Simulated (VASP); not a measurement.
Input of a VASP 6.6.1 run:

File INCAR:

```
SYSTEM = Si
PREC     = Accurate       ! precision mode
ENCUT    = 520            ! plane-wave cutoff, eV
EDIFF    = 1E-8           ! SCF threshold, eV
ISMEAR   = -1             ! smearing method
SIGMA    = 0.05           ! smearing width, eV
LREAL    = .FALSE.        ! projectors in reciprocal space
LASPH    = .TRUE.         ! aspherical terms in the spheres
NELM     = 80             ! most SCF steps
ALGO     = Normal         ! electronic algorithm
ISIF     = 2              ! what is computed and relaxed
LWAVE    = .FALSE.        ! write WAVECAR
LCHARG   = .FALSE.        ! write CHGCAR
GGA      = CA             ! functional
LEFG     = .TRUE.       
NBANDS   = 11             ! bands
```

Contents of KPOINTS:

```
regular mesh
0
G
  16 16 16
  0 0 0
```

The input POSCAR:

```
Si
1.0
   -2.1834700000      2.2974450000      1.2750000000
    2.1834700000     -2.2974450000      1.2750000000
    2.1834700000      2.2974450000     -1.2750000000
Si
2
Direct
    0.8070000000      0.5570000000      0.2500000000
    0.1930000000      0.4430000000      0.7500000000
```

Potentials or basis: VASP PAW LDA potentials, release 64 (Si).

Launch:

```bash
$ cat potpaw_LDA.64/Si/POTCAR > POTCAR
$ mpirun -np 1 vasp_std > vasp.out
```

(1) Predict the pressure.

(2) What does it give for the band gap on the k mesh?

Results:

(1) 22.8 GPa.

(2) zero (band 4 reaches 14.85 eV, above the bottom of band 5 at 6.59 eV).

Caveat: the cell differs from its parent crystal (equal xx and yy strain of -3 %); without QUAD_EFG the Cq values of the log hold for a quadrupole moment of 1 mb, not for the nuclei.
